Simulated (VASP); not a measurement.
Wanted: the native input for a VASP 6.6.1 run.

| Property | Result |
| --- | --- |
| Task | single point |
| Functional | LDA |
| Potentials or basis | VASP PAW LDA potentials, release 64 (Hf_pv, N) |
| Cutoff | 520 eV |
| k mesh | 18 × 18 × 18 |
| Occupations | gaussian, width 0.15 eV |
| Spin | no spin polarisation |
| Dipole correction | no |
| Further INCAR settings | ALGO = Normal; EDIFF = 1e-07; NBANDS = 14 |

The structure of HfN lies in POSCAR:

```
HfN
1.0
    0.0000000000      2.2590000000      2.2590000000
    2.2590000000      0.0000000000      2.2590000000
    2.2590000000      2.2590000000      0.0000000000
Hf N
1 1
Direct
    0.0000000000      0.0000000000      0.0000000000
    0.5000000000      0.5000000000      0.5000000000
```

These files were run (other wordings do the same):

INCAR

```
PREC = Accurate ; ENCUT = 520
EDIFF = 1E-7 ; ISMEAR = 0
SIGMA = 0.15 ; LREAL = False
LASPH = True ; NELM = 100
ALGO = Normal ; ISIF = 2
LWAVE = False ; LCHARG = True
GGA = CA ; LELF = True
LVHAR = True ; NBANDS = 14
```

KPOINTS

```
regular mesh
0
Gamma
  18 18 18
```

Potentials or basis: VASP PAW LDA potentials, release 64 (Hf_pv, N).

Command:

```console
$ cat potpaw_LDA.64/Hf_pv/POTCAR potpaw_LDA.64/N/POTCAR > POTCAR
$ mpirun -np 1 vasp_std > vasp.out
```

It gave:

The pressure is -10.6 GPa.

It took 60 s on 1 thread of Intel Xeon 8259CL, with other jobs on the host, peak memory 0.18 GiB.
